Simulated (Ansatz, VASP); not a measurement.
**Hf2WS2 in VASP and in Ansatz**

Contents of INCAR:

```
ALGO     = Normal         # electronic algorithm
EDIFF    = 1E-6           # SCF threshold, eV
EDIFFG   = -0.04          # ionic threshold
ENCUT    = 600            # plane-wave cutoff, eV
GGA      = PE             # functional
IBRION   = 2              # ionic algorithm
ISIF     = 3              # what is computed and relaxed
ISMEAR   = 0              # smearing method
LASPH    = True           # aspherical terms in the spheres
LCHARG   = False          # write CHGCAR
LREAL    = False          # projectors in reciprocal space
LWAVE    = False          # write WAVECAR
NELM     = 100            # most SCF steps
NSW      = 90             # ionic steps
PREC     = Accurate       # precision mode
SIGMA    = 0.1            # smearing width, eV
```

KPOINTS

```
k-points
0
Gamma
  6 6 4
```

File POSCAR:

```
Hf2WS2
1.0
    4.1750941900      0.0000000000      0.0000000000
   -2.0875470900      3.6157376300      0.0000000000
    0.0000000000      0.0000000000      6.8036313200
Hf W S
2 1 2
Direct
    0.0000000000      0.0000000000      0.1906487700
    0.0000000000      0.0000000000      0.8093512300
    0.0000000000      0.0000000000      0.5000000000
    0.3333333300      0.6666666700      0.0376460300
    0.6666666700      0.3333333300      0.9623539700
```

Input for Ansatz:

```yaml
crystal:
  lattice:
    - [4.17509419, 0.0, 0.0]
    - [-2.08754709, 3.61573763, 0.0]
    - [0.0, 0.0, 6.80363132]
  atoms:
    - { symbol: Hf, position: [0.0, 0.0, 0.19064877] }
    - { symbol: Hf, position: [0.0, 0.0, 0.80935123] }
    - { symbol: W, position: [0.0, 0.0, 0.5] }
    - { symbol: S, position: [0.33333333, 0.66666667, 0.03764603] }
    - { symbol: S, position: [0.66666667, 0.33333333, 0.96235397] }
basis:
  ecutwfc: 420
kpoints:
  mp_grid: { grid: [6, 6, 4] }
hamiltonian:
  xc: pbe
scf:
  occupations: { method: gaussian, width: 0.1 }
  lower_state_search: "off"
output:
  forces: true
  stress: true
  eigenvalues: true
relax:
  adjacent_minimum: "off"
  f_tol: 0.04
  max_steps: 70
  cell: { stress_tol: 0.4 }
```

Alike in both runs: task relaxation of cell and atoms; functional PBE; k mesh 6 × 6 × 4; occupations gaussian, width 0.1 eV; no spin polarisation.

|  | VASP | Ansatz |
| --- | --- | --- |
| version | VASP 6.6.1 | Ansatz 0.2.0 |
| potentials or method | VASP PAW PBE potentials, release 64 (Hf_pv, W_sv, S), cutoff 600 eV | scalar-relativistic, plane waves, PAW |
| valence electrons in the cell | 46 | 78 |

|  | VASP | Ansatz | Ansatz less VASP |
| --- | --- | --- | --- |
| gap on the k mesh at the Fermi level, each at its own relaxed structure (eV) | none | none | - |
| relaxed volume (Å³/atom) | 21.32 | 21.71 | +0.386 |
| relaxed length of the cell vector where the two differ most in proportion (Å) | 11.299 | 11.483 | +0.1843 |

A gap of «none» marks a metal or a gap that the smearing closes. VASP's potentials hold 46 valence electrons a cell and Ansatz's 78, so a difference there can come from the potentials and not from the codes.

Spin-orbit coupling is off throughout.
